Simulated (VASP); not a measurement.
Write the native input for VASP 6.6.1 that does the following.

```
Task                   : single point
Functional             : r2SCAN
Potentials or basis    : VASP PAW PBE potentials, release 64 (Al, Cu)
Cutoff                 : 520 eV
k mesh                 : 18 × 18 × 8
Occupations            : gaussian, width 0.15 eV
Spin                   : no spin polarisation
Dipole correction      : no
Further INCAR settings : ALGO = Normal; EDIFF = 1e-06; NBANDS = 18
```

Al3Cu:

```xyz
4
Lattice="2.9282 0.0000 0.0000 0.0000 2.9282 0.0000 0.0000 0.0000 6.8123" Properties=species:S:1:pos:R:3 pbc="T T T"
Al    0.0000    0.0000    3.4062
Al    1.4641    1.4641    1.5167
Al    1.4641    1.4641    5.2956
Cu    0.0000    0.0000    0.0000
```

This cell differs from its parent crystal: ratio of the length along z to the lengths across it x 0.85, volume and fractional coordinates fixed.

One way to write it, as run:

POSCAR

```
Al3Cu
1.0
    2.9281894557      0.0000000000      0.0000000000
    0.0000000000      2.9281894557      0.0000000000
    0.0000000000      0.0000000000      6.8123086925
Al Cu
3 1
Direct
    0.0000000000      0.0000000000      0.5000000000
    0.5000000000      0.5000000000      0.2226430006
    0.5000000000      0.5000000000      0.7773569994
    0.0000000000      0.0000000000      0.0000000000
```

INCAR.step1

```
ALGO     = Normal         # electronic algorithm
EDIFF    = 1E-4           # SCF threshold, eV
ENCUT    = 520            # plane-wave cutoff, eV
GGA      = PE             # functional
ISMEAR   = 0              # smearing method
LASPH    = True           # aspherical terms in the spheres
LCHARG   = False          # write CHGCAR
LREAL    = False          # projectors in reciprocal space
LWAVE    = True           # write WAVECAR
NBANDS   = 18             # bands
NELM     = 80             # most SCF steps
PREC     = Accurate       # precision mode
SIGMA    = 0.15           # smearing width, eV
```

INCAR.step2

```
ALGO     = Normal         # electronic algorithm
EDIFF    = 1E-6           # SCF threshold, eV
ENCUT    = 520            # plane-wave cutoff, eV
ISIF     = 2              # what is computed and relaxed
ISMEAR   = 0              # smearing method
ISTART   = 1            
LASPH    = True           # aspherical terms in the spheres
LCHARG   = True           # write CHGCAR
LELF     = True           # ELF
LMIXTAU  = True         
LREAL    = False          # projectors in reciprocal space
LVHAR    = True         
LWAVE    = False          # write WAVECAR
METAGGA  = R2SCAN         # meta-GGA
NBANDS   = 18             # bands
NELM     = 80             # most SCF steps
PREC     = Accurate       # precision mode
SIGMA    = 0.15           # smearing width, eV
```

KPOINTS

```
k-points
0
Gamma
  18 18 8
```

Potentials or basis: VASP PAW PBE potentials, release 64 (Al, Cu).

Launch:

```bash
$ cat potpaw_PBE.64/Al/POTCAR potpaw_PBE.64/Cu/POTCAR > POTCAR
$ cp INCAR.step1 INCAR
$ mpirun -np 1 vasp_std > vasp.out
$ cp INCAR.step2 INCAR
$ mpirun -np 1 vasp_std > vasp.out
```

It gave:

The pressure is 0.1 GPa, the largest force is 0.006 eV/Å and the band gap on the k mesh is zero (bands 10 and 11 overlap by 7.62 eV).

Caveat: the PAW data sets were made with another functional, which shifts forces and pressure a little.

Wall time 5.7 min on 1 thread of Intel(R) Xeon(R) 6975P-C (Granite Rapids), with other jobs on the host, peak memory 0.39 GiB.
